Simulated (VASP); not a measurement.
A run of VASP 6.6.1 is set up as follows.

Contents of INCAR:

```
PREC     = Accurate       # precision mode
ENCUT    = 520            # plane-wave cutoff, eV
EDIFF    = 1E-7           # SCF threshold, eV
ISMEAR   = 0              # smearing method
SIGMA    = 0.1            # smearing width, eV
LREAL    = F              # projectors in reciprocal space
LASPH    = T              # aspherical terms in the spheres
NELM     = 80             # most SCF steps
ALGO     = Normal         # electronic algorithm
ISIF     = 2              # what is computed and relaxed
LWAVE    = F              # write WAVECAR
LCHARG   = T              # write CHGCAR
GGA      = PE             # functional
LELF     = T              # ELF
LVHAR    = T            
NBANDS   = 31             # bands
```

The input KPOINTS:

```
regular mesh
0
Gamma
  8 8 8
```

The input POSCAR:

```
Si2W
1.0
    5.4300308662      0.0000000000      0.0000000000
    0.0000000000      5.4300308662      0.0000000000
    0.0000000000      0.0000000000      4.5267864479
Si W
4 2
Direct
    0.7969907647      0.5000000000      0.5000000000
    0.2030092353      0.5000000000      0.5000000000
    0.5000000000      0.7969907647      0.5000000000
    0.5000000000      0.2030092353      0.5000000000
    0.5000000000      0.0000000000      0.0000000000
    0.0000000000      0.5000000000      0.0000000000
```

Potentials or basis: VASP PAW PBE potentials, release 64 (Si, W_sv).

Command:

```bash
$ cat potpaw_PBE.64/Si/POTCAR potpaw_PBE.64/W_sv/POTCAR > POTCAR
$ mpirun -np 1 vasp_std > vasp.out
```

(1) What does it give for the pressure?

(2) Estimate the band gap on the k mesh.

(3) Predict the largest force.

Results:

(1) 0.0 GPa.

(2) zero (band 22 reaches 5.86 eV, above the bottom of band 23 at 4.55 eV).

(3) 0.006 eV/Å.

Caveat: spin-orbit coupling is left out, which moves the levels of the heavy elements.
